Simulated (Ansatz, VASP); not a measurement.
## GePt: VASP beside Ansatz

```
Ge Pt
1.0
     0.00000    2.81387    2.81387
     2.81387    0.00000    2.81387
     2.81387    2.81387    0.00000
Ge Pt
1 1
Direct
  0.00000 0.00000 0.00000
  0.25000 0.25000 0.25000
```

Change from the starting cell: species swapped into the AgO type (F-43m, No. 216).

Alike in both runs: task relaxation of cell and atoms; functional PBE; k mesh 18 × 18 × 18; occupations gaussian, width 0.1 eV; no spin polarisation.

```csv
,VASP,Ansatz
version,VASP 6.6.1,Ansatz 0.2.0
potentials or method,"VASP PAW PBE potentials, release 64 (Ge_d, Pt), cutoff 600 eV","scalar-relativistic, plane waves, PAW"
valence electrons in the cell,24,32
```

VASP gave:

```
gap on the k mesh at the Fermi level, each at its own relaxed structure (eV) : none
relaxed volume (Å³/atom)                                                     : 22.32
relaxed cell length with the largest relative difference (Å)                 : 3.982
```

What did Ansatz give for the same quantities?

gap on the k mesh at the Fermi level, each at its own relaxed structure (eV): none; relaxed volume (Å³/atom): 22.28; relaxed cell length with the largest relative difference (Å): 3.979.

A gap of «none» marks a metal or a gap that the smearing closes. VASP's potentials hold 24 valence electrons a cell and Ansatz's 32, so a difference there can come from the potentials and not from the codes.

Spin-orbit coupling is off throughout.
